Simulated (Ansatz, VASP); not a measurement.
# WSe2 in VASP and in Ansatz

```
CELL_PARAMETERS angstrom
3.28549 0.00000 0.00000
-1.64275 2.84532 0.00000
0.00000 0.00000 24.23865
ATOMIC_POSITIONS crystal
Se 0.33333 0.66667 0.18565
Se 0.33333 0.66667 0.32466
Se 0.00000 0.00000 0.45173
Se 0.00000 0.00000 0.59074
W 0.66667 0.33333 0.25516
W 0.33333 0.66667 0.52123
```

Alike in both runs: task single point; functional PBE; dispersion D3(BJ); k mesh 9 × 9 × 1; occupations gaussian, width 0.05 eV; no spin polarisation.

```csv
,VASP,Ansatz
version,VASP 6.6.1,Ansatz 0.2.0
potentials or method,"VASP PAW PBE potentials, release 64 (Se, W_sv), cutoff 520 eV","scalar-relativistic, plane waves, PAW"
valence electrons in the cell,52,92
```

VASP gave:

- gap on the k mesh at the Fermi level (eV): 1.42
- least direct gap on the mesh (eV): 1.60
- rms of the force components (eV/Å): 0.019

Question: What did Ansatz give for the same quantities?

Answer: gap on the k mesh at the Fermi level (eV): 1.43; least direct gap on the mesh (eV): 1.60; rms of the force components (eV/Å): 0.015.

VASP's potentials hold 52 valence electrons a cell and Ansatz's 92, so a difference there can come from the potentials and not from the codes.

Spin-orbit coupling is off throughout.
